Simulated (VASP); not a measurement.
Runs of VASP 6.6.1 on SnSe4. The structure is that of space group P6/mmm (No. 191), or close to it. The cells are those of the table. 

| task | cell | k mesh | cutoff (eV) | k mesh for the DOS | occupations for the DOS | gap on the mesh (eV) | pressure (GPa) | relaxed volume (Å³/atom) | largest force (eV/Å) |
| --- | --- | --- | --- | --- | --- | --- | --- | --- | --- |
| single point | a = 4.473, b = 4.473, c = 10.687 Å, angles 90.0, 90.0, 120.0°, 5 atoms | 6 × 6 × 2 | 520 | - | - | none | 0.2 | - | 0.05 |
| relaxation of cell and atoms | relaxed from a = 4.528, b = 4.528, c = 11.248 Å, angles 90.0, 90.0, 120.0°, 5 atoms | 12 × 12 × 4 | 600 | - | - | none | 0.0 | (a) | - |
| relaxation of cell and atoms | relaxed from a = 3.970, b = 3.970, c = 10.327 Å, angles 90.0, 90.0, 120.0°, 5 atoms | 6 × 6 × 2 | 600 | - | - | none | 0.0 | 38.27 | 0.01 |
| single point | a = 3.970, b = 3.970, c = 10.327 Å, angles 90.0, 90.0, 120.0°, 5 atoms | 6 × 6 × 2 | 520 | - | - | none | (b) | - | 7.55 |
| single point | a = 4.528, b = 4.528, c = 11.248 Å, angles 90.0, 90.0, 120.0°, 5 atoms | 12 × 12 × 4 | 520 | - | - | none | 0.0 | - | 0.01 |

Alike in all rows: level PBE; potentials or basis VASP PAW PBE potentials, release 64 (Sn_d, Se); no spin polarisation; smearing gaussian 0.1 eV.

**Question.** Fill in the values left out.

**Answer.** (a) 39.94; (b) 22.5.

Caveats: spin-orbit coupling is left out, which moves the levels of the heavy elements; this functional lacks dispersion, which binds the layers, so the pressure and a relaxed spacing across them are unreliable; the volume moved by over 15 % at a fixed basis, so the end points are rough (some runs); forces of over 1 eV/Å act on the atoms, so gaps and moduli don't describe the material at rest (some runs).

A k mesh can miss the band edges, and the runs leave out spin-orbit coupling on Se, Sn.

A gap of «none» marks levels without a gap at the run's occupations.
